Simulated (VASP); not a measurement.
Set up this calculation in VASP 6.6.1, as the native input.

```yaml
Task: single point
Functional: PBE
Potentials_or_basis: VASP PAW PBE potentials, release 64 (Si, Ni)
Cutoff: 520 eV
k_mesh: 10 × 10 × 8
Occupations: gaussian, width 0.1 eV
Spin: no spin polarisation
Dipole_correction: no
Further_INCAR_settings: ALGO = Normal; EDIFF = 1e-07; NBANDS = 27
```

The structure of Si2Ni lies in POSCAR:

```
Si2Ni
1.0
    2.5599907840      2.5599907840      0.0000000000
   -2.5599907840      2.5599907840      0.0000000000
    0.0000000000      0.0000000000      5.9132824057
Si Ni
4 2
Direct
    0.0000000000      0.5000000000      0.7500000000
    0.5000000000      0.0000000000      0.7500000000
    0.5000000000      0.0000000000      0.2500000000
    0.0000000000      0.5000000000      0.2500000000
    0.0000000000      0.0000000000      0.0000000000
    0.5000000000      0.5000000000      0.5000000000
```

This cell differs from its parent crystal: biaxial strain in the a-b plane: -6.0 %, then relaxed in part.

One way to write it, as run:

INCAR

```
SYSTEM = Si2Ni
PREC = Accurate
ENCUT = 520
EDIFF = 1E-7
ISMEAR = 0
SIGMA = 0.1
LREAL = .FALSE.
LASPH = .TRUE.
NELM = 100
ALGO = Normal
ISIF = 2
LWAVE = .FALSE.
LCHARG = .FALSE.
GGA = PE
NBANDS = 27
```

KPOINTS

```
Automatic mesh
0
G
  10 10 8
  0 0 0
```

Potentials or basis: VASP PAW PBE potentials, release 64 (Si, Ni).

Run with:

```console
$ cat potpaw_PBE.64/Si/POTCAR potpaw_PBE.64/Ni/POTCAR > POTCAR
$ mpirun -np 1 vasp_std > vasp.out
```

Results of the run:

```
Pressure               : 7.1 GPa
Band gap on the k mesh : zero (bands 18 and 19 overlap by 1.86 eV)
```

Caveat: the cell differs from its parent crystal (biaxial strain in the a-b plane: -6.0 %, then relaxed in part); the cell stands under pressure.

It took 96 s on 1 thread of Intel(R) Xeon(R) 6975P-C (Granite Rapids) (shared host), peak memory 0.31 GiB.
